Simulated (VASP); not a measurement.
**Se: single point with LDA**

The system is Se.

```xyz
1
Lattice="-1.4038 1.4038 1.4038 1.4038 -1.4038 1.4038 1.4038 1.4038 -1.4038" Properties=species:S:1:pos:R:3 pbc="T T T"
Se    0.0000    0.0000    0.0000
```

This isn't the form of Se at room conditions, which is trigonal, of chains.

- Program: VASP 6.6.1
- Task: single point
- Functional: LDA
- Potentials or basis: VASP PAW LDA potentials, release 64 (Se)
- Cutoff: 520 eV
- k mesh: 23 × 23 × 23
- Occupations: gaussian, width 0.05 eV
- Spin: no spin polarisation

```json
{
 "Pressure": "160.7 GPa",
 "Band gap on the k mesh": "zero (bands 3 and 4 overlap by 14.93 eV)"
}
```

Levels at points of the mesh, in eV from the Fermi level:
```tsv
k point	band 1	band 2	band 3	band 4	band 5	band 6
(0.00, 0.00, 0.00)	-24.01	7.50	7.50	7.50	14.11	14.11
```

Wall time 23 s on 1 thread of Intel(R) Xeon(R) Platinum 8259CL CPU @ 2.50GHz (Skylake/Cascade Lake), on a shared host, peak memory 0.14 GiB.

Caveat: the cell stands under pressure.
